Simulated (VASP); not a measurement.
# SnO2 (Cassiterite) (P4_2/mnm) in VASP: a series of runs

Aim: see how the results for SnO2 (Cassiterite) move with the level of theory and the settings. Levels: revPBE, PBEsol, BLYP+D3(BJ), PBEsol+D4. Tasks: single point, relaxation of the atoms, relaxation of cell and atoms.

Program: VASP 6.6.1. These are calculated values, not measurements. Logs are shortened: lines on timing, memory, paths and dates and some standing lists are left out, and cuts for length are marked.

**1. The cell of the first run**

It takes space group P4_2/mnm (No. 136, tetragonal). The conventional cell has a = 4.831 Å, b = 4.831 Å, c = 3.249 Å, α = 90.00°, β = 90.00°, γ = 90.00°. Within 2.8 Å of Sn (site symmetry mmm) lie 6 O at 2.09 to 2.10 Å. Within 2.8 Å of O (site symmetry m2m) lie 3 Sn at 2.09 to 2.10 Å and 1 O at 2.64 Å.

**2. Single point, revPBE**

INCAR

```
SYSTEM = SnO2
PREC = Accurate
ENCUT = 520
EDIFF = 1E-6
ISMEAR = 0
SIGMA = 0.05
LREAL = .False.
LASPH = .True.
NELM = 100
ALGO = Normal
ISIF = 2
LWAVE = .False.
LCHARG = .False.
GGA = RE
NBANDS = 35
```

KPOINTS

```
regular mesh
0
Gamma
  6 6 8
  0 0 0
```

POSCAR

```
SnO2
1.0
    4.8309255526      0.0000000000      0.0000000000
    0.0000000000      4.8309255526      0.0000000000
    0.0000000000      0.0000000000      3.2489962586
Sn O
2 4
Direct
    0.5000000000      0.5000000000      0.5000000000
    0.0000000000      0.0000000000      0.0000000000
    0.8071000000      0.1929000000      0.5000000000
    0.6929000000      0.6929000000      0.0000000000
    0.1929000000      0.8071000000      0.5000000000
    0.3071000000      0.3071000000      0.0000000000
```

Potentials or basis: VASP PAW PBE potentials, release 64 (Sn_d, O).

The run is started by

```bash
cat potpaw_PBE.64/Sn_d/POTCAR potpaw_PBE.64/O/POTCAR > POTCAR
mpirun -np 1 vasp_std > vasp.out
```

OUTCAR:

```text
SYSTEM = SnO2
   PREC = Accurate
   ENCUT = 520
   EDIFF = 1E-6
   ISMEAR = 0
   LREAL = .False.
   LASPH = .True.
   NELM = 100
   ISIF = 2
   GGA = RE

 ion  position               nearest neighbor table
   1  0.500  0.500  0.500-   4 2.09   6 2.09   4 2.09   6 2.09   5 2.10   3 2.10
   2  0.000  0.000  0.000-   3 2.09   5 2.09   3 2.09   5 2.09   4 2.10   6 2.10
   3  0.807  0.193  0.500-   2 2.09   2 2.09   1 2.10
   4  0.693  0.693  0.000-   1 2.09   1 2.09   2 2.10
   5  0.193  0.807  0.500-   2 2.09   2 2.09   1 2.10
   6  0.307  0.307  0.000-   1 2.09   1 2.09   2 2.10

  LATTYP: Found a simple tetragonal cell.
 ALAT       =     4.8309255526
 C/A-ratio  =     0.6725411566

  Lattice vectors:

 A1 = (   4.8309255526,   0.0000000000,   0.0000000000)
 A2 = (   0.0000000000,   4.8309255526,   0.0000000000)
 A3 = (   0.0000000000,   0.0000000000,   3.2489962586)

Analysis of symmetry for initial positions (statically):
=====================================================================
 Subroutine PRICEL returns:
 Original cell was already a primitive cell.

 Routine SETGRP: Setting up the symmetry group for a
 simple tetragonal supercell.

 Subroutine GETGRP returns: Found 16 space group operations
 (whereof  8 operations were pure point group operations)
 out of a pool of 16 trial point group operations.

The static configuration has the point symmetry D_2h.
 The point group associated with its full space group is D_4h.

Analysis of symmetry for dynamics (positions and initial velocities):
=====================================================================
 Subroutine PRICEL returns:
 Original cell was already a primitive cell.

 Routine SETGRP: Setting up the symmetry group for a
 simple tetragonal supercell.

 Subroutine GETGRP returns: Found 16 space group operations
 (whereof  8 operations were pure point group operations)
 out of a pool of 16 trial point group operations.

The dynamic configuration has the point symmetry D_2h.
 The point group associated with its full space group is D_4h.

 Subroutine INISYM returns: Found 16 space group operations
 (whereof  8 operations are pure point group operations),
 and found     1 'primitive' translations

----------------------------------------------------------------------------------------

                                     Primitive cell

  volume of cell :      75.8246

  direct lattice vectors                    reciprocal lattice vectors
     4.830925553  0.000000000  0.000000000     0.206999671  0.000000000  0.000000000
     0.000000000  4.830925553  0.000000000     0.000000000  0.206999671  0.000000000
     0.000000000  0.000000000  3.248996259     0.000000000  0.000000000  0.307787366

  length of vectors
     4.830925553  4.830925553  3.248996259     0.206999671  0.206999671  0.307787366

  position of ions in fractional coordinates (direct lattice)
     0.500000000  0.500000000  0.500000000
     0.000000000  0.000000000  0.000000000
     0.807100000  0.192900000  0.500000000
     0.692900000  0.692900000  0.000000000
     0.192900000  0.807100000  0.500000000
     0.307100000  0.307100000  0.000000000

  ion indices of the primitive-cell ions
   primitive index   ion index
                 1           1
                 2           2
                 3           3
                 4           4
                 5           5
                 6           6

----------------------------------------------------------------------------------------

 KPOINTS: regular mesh

Automatic generation of k-mesh.
 Grid dimensions read from file:
 generate k-points for:    6    6    8

 Generating k-lattice:

  Cartesian coordinates                     Fractional coordinates (reciprocal lattice)
     0.034499945  0.000000000  0.000000000     0.166666667  0.000000000  0.000000000
     0.000000000  0.034499945  0.000000000     0.000000000  0.166666667  0.000000000
     0.000000000  0.000000000  0.038473421     0.000000000  0.000000000  0.125000000

  Length of vectors
     0.034499945  0.034499945  0.038473421

  Shift w.r.t. Gamma in fractional coordinates (k-lattice)
     0.000000000  0.000000000  0.000000000

 Subroutine IBZKPT returns following result:
 ===========================================

 Found     50 irreducible k-points:

 Following reciprocal coordinates:
            Coordinates               Weight
  0.000000  0.000000  0.000000      1.000000
  0.166667  0.000000  0.000000      4.000000
  0.333333  0.000000  0.000000      4.000000
  0.500000  0.000000  0.000000      2.000000
  0.166667  0.166667  0.000000      4.000000
  0.333333  0.166667  0.000000      8.000000
[... 16 lines left out ...]
  0.333333  0.000000  0.250000      8.000000
  0.500000  0.000000  0.250000      4.000000
 [... further k-points ...]
   k-points           NKPTS =     50   k-points in BZ     NKDIM =     50   number of bands    NBANDS=     35
   number of dos      NEDOS =    301   number of ions     NIONS =      6
   total plane-waves  NPLWV =  31104
   dimension x,y,z NGX =    36 NGY =   36 NGZ =   24
   dimension x,y,z NGXF=    72 NGYF=   72 NGZF=   48
   ions per type =               2   4
   NGX,Y,Z   is equivalent  to a cutoff of  12.39, 12.39, 12.28 a.u.
   NGXF,Y,Z  is equivalent  to a cutoff of  24.78, 24.78, 24.56 a.u.
 SYSTEM =  SnO2
   PREC   = accura    normal or accurate (medium, high low for compatibility)
   ISTART =      0    job   : 0-new  1-cont  2-samecut
   ICHARG =      2    charge: 1-file 2-atom 10-const
   ISPIN  =      1    spin polarized calculation?
   LNONCOLLINEAR =      F non collinear calculations
   LSORBIT =      F    spin-orbit coupling
   LASPH  =      T    aspherical Exc in radial PAW
   ENCUT  =  520.0 eV  38.22 Ry    6.18 a.u.   8.98  8.98  6.04*2*pi/ulx,y,z
   NELM   =    100;   NELMIN=  2; NELMDL= -5     # of ELM steps
   EDIFF  = 0.1E-05   stopping-criterion for ELM
   LREAL  =      F    real-space projection
   EDIFFG = 0.1E-04   stopping-criterion for IOM
   NSW    =      0    number of steps for IOM
   IBRION =     -1    ionic relax: 0-MD 1-quasi-New 2-CG
   NFREE  =      0    steps in history (QN), initial steepest desc. (CG)
   ISIF   =      2    stress and relaxation
   ISYM   =      2    0-nonsym 1-usesym 2-fastsym
   POTIM  = 0.5000    time-step for ionic-motion
   TEBEG  =    0.0;   TEEND  =   0.0 temperature during run
   PSTRESS=    0.0 pullay stress
   NELECT =      52.0000    total number of electrons
   NUPDOWN=      -1.0000    fix difference up-down
   EMIN   =  10.00;   EMAX   =-10.00  energy-range for DOS
   EFERMI =   0.00;   METHOD = LEGACY
   ISMEAR =     0;   SIGMA  =   0.05  broadening in eV -4-tet -1-fermi 0-gaus
   EFERMI_NEDOS =   21; number of points for ismear=-14 and -15
   IALGO  =     38    algorithm
   IMIX   =      4    mixing-type and parameters
     AMIX     =   0.40;   BMIX     =  1.00
     AMIX_MAG =   1.60;   BMIX_MAG =  1.00
  volume/ion in A,a.u.               =      12.64        85.28
  Fermi-wavevector in a.u.,A,eV,Ry     =   1.443686  2.728170 28.357648  2.084228
  Thomas-Fermi vector in A             =   2.562065
   LORBIT       =      0    0 simple, 1 ext, 2 COOP (PROOUT), +10 PAW based schemes
   GGA     = RE    functional components
   LHFCALC =     F    Hartree Fock is set to
   AEXX    =    0.0000 exact exchange contribution
   IVDW    =     0    specifies the selected vdW correction
   LEPSILON=     F    determine dielectric tensor
   LRPA    =     F    only Hartree local field effects (RPA)
 non-spin polarized calculation
 Gauss-broadening in eV      SIGMA  =   0.05
  energy-cutoff  :      520.00
  volume of cell :       75.82
 maximum number of plane-waves:      2076
 NGX is ok and might be reduce to    36
   NGX = 17   NGY = 17   NGZ = 13

 number of electron      51.9999998 magnetization

 Free energy of the ion-electron system (eV)
  ---------------------------------------------------
  ext. energy  EPLUGINS =         0.00000000
  ---------------------------------------------------
  free energy    TOTEN  =       -35.24891061 eV

  energy without entropy =      -35.24891061  energy(sigma->0) =      -35.24891061

 E-fermi :   5.8919     XC(G=0): -10.7618

 val. band max:        5.5844029926   @ k =   0.0000   0.0000   0.0000
 cond. band min:       6.2683372199   @ k =   0.0000   0.0000   0.0000
 fundamental gap:      0.6839342273
 Fermi energy:         5.8918991907

 k-point     1 :       0.0000    0.0000    0.0000
  band No.  band energies     occupation
      1     -15.4839      2.00000
      2     -14.8278      2.00000
      3     -14.6479      2.00000
      4     -14.6176      2.00000
      5     -14.6176      2.00000
      6     -14.5586      2.00000
[... 27 lines left out ...]
     34      17.0958      0.00000
     35      17.9891      0.00000

 k-point     2 :       0.1667    0.0000    0.0000
  band No.  band energies     occupation
      1     -15.4469      2.00000
      2     -14.8686      2.00000
      3     -14.6472      2.00000
      4     -14.6162      2.00000
      5     -14.6161      2.00000
      6     -14.5868      2.00000
[... 27 lines left out ...]
     34      17.2422      0.00000
     35      17.9903      0.00000

 k-point     3 :       0.3333    0.0000    0.0000
  band No.  band energies     occupation
      1     -15.3400      2.00000
      2     -14.9998      2.00000
      3     -14.6449      2.00000
      4     -14.6236      2.00000
      5     -14.6132      2.00000
      6     -14.6131      2.00000
[... 27 lines left out ...]
     34      17.6826      0.00000
     35      17.9800      0.00000

 k-point     4 :       0.5000    0.0000    0.0000
  band No.  band energies     occupation
      1     -15.1788      2.00000
      2     -15.1788      2.00000
      3     -14.6392      2.00000
      4     -14.6392      2.00000
      5     -14.6116      2.00000
      6     -14.6116      2.00000
[... 27 lines left out ...]
     34      17.6580      0.00000
     35      17.9487      0.00000

 k-point     5 :       0.1667    0.1667    0.0000
  band No.  band energies     occupation
      1     -15.4175      2.00000
      2     -14.9138      2.00000
      3     -14.6459      2.00000
      4     -14.6181      2.00000
      5     -14.6129      2.00000
      6     -14.6023      2.00000
[... 638 lines left out ...]
 k-point    22 :       0.1667    0.0000    0.2500
  band No.  band energies     occupation
      1     -15.2564      2.00000
      2     -15.0336      2.00000
      3     -14.9438      2.00000
      4     -14.6484      2.00000
      5     -14.5611      2.00000
      6     -14.5557      2.00000
[... 27 lines left out ...]
     34      17.3227      0.00000
     35      17.8199      0.00000

 k-point    23 :       0.3333    0.0000    0.2500
  band No.  band energies     occupation
      1     -15.2473      2.00000
      2     -15.1276      2.00000
      3     -14.8519      2.00000
      4     -14.6721      2.00000
      5     -14.5581      2.00000
      6     -14.5523      2.00000
[... 27 lines left out ...]
     34      17.5755      0.00000
     35      17.9570      0.00000

 k-point    24 :       0.5000    0.0000    0.2500
  band No.  band energies     occupation
      1     -15.2052      2.00000
      2     -15.2052      2.00000
      3     -14.7486      2.00000
      4     -14.7486      2.00000
      5     -14.5541      2.00000
      6     -14.5541      2.00000
[... 27 lines left out ...]
     34      17.6511      0.00000
     35      17.9753      0.00000

 [... further k-points ...]

------------------------ aborting loop because EDIFF is reached ----------------------------------------

  FORCE on cell =-STRESS in cart. coord.  units (eV):
  Direction    XX          YY          ZZ          XY          YZ          ZX
  --------------------------------------------------------------------------------------
  -------------------------------------------------------------------------------------
  Total        1.2768575      1.2768575      1.1325529      0.0000000      0.0000000      0.0000000
  in kB       26.9800719     26.9800719     23.9309078      0.0000000      0.0000000      0.0000000
  external PRESSURE =      25.9636839 kB  Pullay stress =       0.0000000 kB

 VOLUME and BASIS-vectors are now :
 -----------------------------------------------------------------------------
  energy-cutoff  :      520.00
  volume of cell :       75.82
      direct lattice vectors                 reciprocal lattice vectors
     4.830925553  0.000000000  0.000000000     0.206999671  0.000000000  0.000000000
     0.000000000  4.830925553  0.000000000     0.000000000  0.206999671  0.000000000
     0.000000000  0.000000000  3.248996259     0.000000000  0.000000000  0.307787366

 POSITION                                       TOTAL-FORCE (eV/Angst)
 -----------------------------------------------------------------------------------
      2.41546      2.41546      1.62450         0.000000      0.000000      0.000000
      0.00000      0.00000      0.00000         0.000000      0.000000      0.000000
      3.89904      0.93189      1.62450        -0.062271      0.062271      0.000000
      3.34735      3.34735      0.00000         0.062271      0.062271      0.000000
      0.93189      3.89904      1.62450         0.062271     -0.062271      0.000000
      1.48358      1.48358      0.00000        -0.062271     -0.062271     -0.000000
 -----------------------------------------------------------------------------------
    total drift:                               -0.000000      0.000000      0.000000

  FREE ENERGIE OF THE ION-ELECTRON SYSTEM (eV)
  ---------------------------------------------------
  free  energy   TOTEN  =       -35.2489106099 eV

  energy  without entropy=      -35.2489106099  energy(sigma->0) =      -35.24891061
```

Wall time 77 s (1 thread of Intel Xeon Platinum 8488C (Sapphire Rapids), shared host); peak memory 0.24 GiB.

Results:

```
Free energy            : -35.2489 eV
Pressure               : 2.6 GPa
Largest force          : 0.088 eV/Å
Band gap on the k mesh : 0.68 eV, direct
```

Forces in eV/Å, atoms in the order of the input:
```
Sn   0.000  0.000  0.000
Sn   0.000  0.000  0.000
O   -0.062  0.062  0.000
O    0.062  0.062  0.000
O    0.062 -0.062  0.000
O   -0.062 -0.062  0.000
```

Caveat: the PAW data sets were made with another functional, which shifts forces and pressure a little; spin-orbit coupling is left out, which moves the levels of the heavy elements. A hybrid or GW would open this gap; revPBE tends to underestimate it.

**3. Single point, revPBE**

This run uses another cell than the first one, of 12.79 Å³/atom, 1.012 times its volume.

INCAR

```
SYSTEM = SnO2
ALGO = Normal ; EDIFF = 1E-6
ENCUT = 520 ; GGA = RE
ISIF = 2 ; ISMEAR = -1
LASPH = .TRUE. ; LCHARG = .FALSE.
LREAL = .FALSE. ; LWAVE = .FALSE.
NBANDS = 35 ; NELM = 100
PREC = Accurate ; SIGMA = 0.05
```

KPOINTS

```
k-points
0
G
  6 6 8
  0 0 0
```

POSCAR

```
SnO2
1.0
    4.8613163343      0.0000000000      0.0000000000
    0.0000000000      4.8613163343      0.0000000000
    0.0000000000      0.0000000000      3.2480915385
Sn O
2 4
Direct
    0.5000000000      0.5000000000      0.5000000000
    0.0000000000      0.0000000000      0.0000000000
    0.8068166852      0.1931833148      0.5000000000
    0.6931833148      0.6931833148      0.0000000000
    0.1931833148      0.8068166852      0.5000000000
    0.3068166852      0.3068166852      0.0000000000
```

Potentials or basis: VASP PAW PBE potentials, release 64 (Sn_d, O).

The run is started by

```bash
cat potpaw_PBE.64/Sn_d/POTCAR potpaw_PBE.64/O/POTCAR > POTCAR
mpirun -np 1 vasp_std > vasp.out
```

OUTCAR:

```text
SYSTEM = SnO2
   EDIFF = 1E-6
   ENCUT = 520
   GGA = RE
   ISIF = 2
   ISMEAR = -1
   LASPH = .TRUE.
   LREAL = .FALSE.
   NELM = 100
   PREC = Accurate

 ion  position               nearest neighbor table
   1  0.500  0.500  0.500-   4 2.10   6 2.10   4 2.10   6 2.10   5 2.11   3 2.11
   2  0.000  0.000  0.000-   3 2.10   5 2.10   3 2.10   5 2.10   4 2.11   6 2.11
   3  0.807  0.193  0.500-   2 2.10   2 2.10   1 2.11
   4  0.693  0.693  0.000-   1 2.10   1 2.10   2 2.11
   5  0.193  0.807  0.500-   2 2.10   2 2.10   1 2.11
   6  0.307  0.307  0.000-   1 2.10   1 2.10   2 2.11
[... 1120 lines left out ...]
  -------------------------------------------------------------------------------------
  Total        0.2465620      0.2465620      0.3607484      0.0000000      0.0000000      0.0000000
  in kB        5.1463670      5.1463670      7.5297220      0.0000000      0.0000000      0.0000000
  external PRESSURE =       5.9408187 kB  Pullay stress =       0.0000000 kB

 VOLUME and BASIS-vectors are now :
 -----------------------------------------------------------------------------
  energy-cutoff  :      520.00
  volume of cell :       76.76
      direct lattice vectors                 reciprocal lattice vectors
     4.861316334  0.000000000  0.000000000     0.205705601  0.000000000  0.000000000
     0.000000000  4.861316334  0.000000000     0.000000000  0.205705601  0.000000000
     0.000000000  0.000000000  3.248091539     0.000000000  0.000000000  0.307873097

 POSITION                                       TOTAL-FORCE (eV/Angst)
 -----------------------------------------------------------------------------------
      2.43066      2.43066      1.62405         0.000000      0.000000     -0.000000
      0.00000      0.00000      0.00000         0.000000      0.000000     -0.000000
      3.92219      0.93913      1.62405        -0.011475      0.011475     -0.000000
      3.36978      3.36978      0.00000         0.011475      0.011475     -0.000000
      0.93913      3.92219      1.62405         0.011475     -0.011475      0.000000
      1.49153      1.49153      0.00000        -0.011475     -0.011475      0.000000
 -----------------------------------------------------------------------------------
    total drift:                                0.000000      0.000000      0.000000

  FREE ENERGIE OF THE ION-ELECTRON SYSTEM (eV)
  ---------------------------------------------------
  free  energy   TOTEN  =       -35.2599104138 eV

  energy  without entropy=      -35.2598879738  energy(sigma->0) =      -35.25989919
```

Run time: 86 s. Hardware: 1 thread of Intel Xeon Platinum 8488C (Sapphire Rapids), shared host; peak memory 0.24 GiB.

What came out:

```
Free energy            : -35.2599 eV
Pressure               : 0.6 GPa
Largest force          : 0.016 eV/Å
Band gap on the k mesh : 0.57 eV, direct
```

Forces on the atoms (eV/Å):
```
Sn   0.000  0.000  0.000
Sn   0.000  0.000  0.000
O   -0.011  0.011  0.000
O    0.011  0.011  0.000
O    0.011 -0.011  0.000
O   -0.011 -0.011  0.000
```

Stress tensor (GPa, compression positive):
```
0.51 0.00 0.00
0.00 0.51 0.00
0.00 0.00 0.75
```

Caveat: the PAW data sets were made with another functional, which shifts forces and pressure a little; spin-orbit coupling is left out, which moves the levels of the heavy elements.

(Part 1 of 2 ends here.)
